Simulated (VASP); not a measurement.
Set up this calculation in VASP 6.6.1, as the native input.

```
Task                   : single point
Functional             : PBE
Potentials or basis    : VASP PAW PBE potentials, release 64 (Zn, O)
Cutoff                 : 520 eV
k mesh                 : 6 × 6 × 8
Occupations            : gaussian, width 0.02 eV
Spin                   : no spin polarisation
Dipole correction      : no
Further INCAR settings : ALGO = Normal; EDIFF = 1e-07; NBANDS = 16
```

The structure of ZnO lies in POSCAR:

```
ZnO
1.0
    4.7114356405      0.0000000000      0.0000000000
    0.0000000000      4.7114356405      0.0000000000
    0.0000000000      0.0000000000      3.4588529927
Zn O
1 1
Direct
    0.0000000000      0.0000000000      0.0000000000
    0.0000000000      0.0000000000      0.5000000000
```

The cell was built from a structure type or drawn by symmetry, and may not be a known phase.

The input as run:

INCAR

```
SYSTEM = ZnO
PREC = Accurate
ENCUT = 520
EDIFF = 1E-7
ISMEAR = 0
SIGMA = 0.02
LREAL = .FALSE.
LASPH = .TRUE.
NELM = 60
ALGO = Normal
ISIF = 2
LWAVE = .FALSE.
LCHARG = .FALSE.
GGA = PE
NBANDS = 16
```

KPOINTS

```
Automatic mesh
0
G
  6 6 8
  0 0 0
```

Potentials or basis: VASP PAW PBE potentials, release 64 (Zn, O).

Run with:

```bash
$ cat potpaw_PBE.64/Zn/POTCAR potpaw_PBE.64/O/POTCAR > POTCAR
$ mpirun -np 1 vasp_std > vasp.out
```

Results of the run:

- Pressure: 0.5 GPa
- Band gap on the k mesh: 1.84 eV (least direct gap 3.33 eV)

Wall time 24 s on 1 thread of AMD EPYC 9R45 96-Core Processor (Zen 5), with other jobs on the host, peak memory 0.19 GiB.
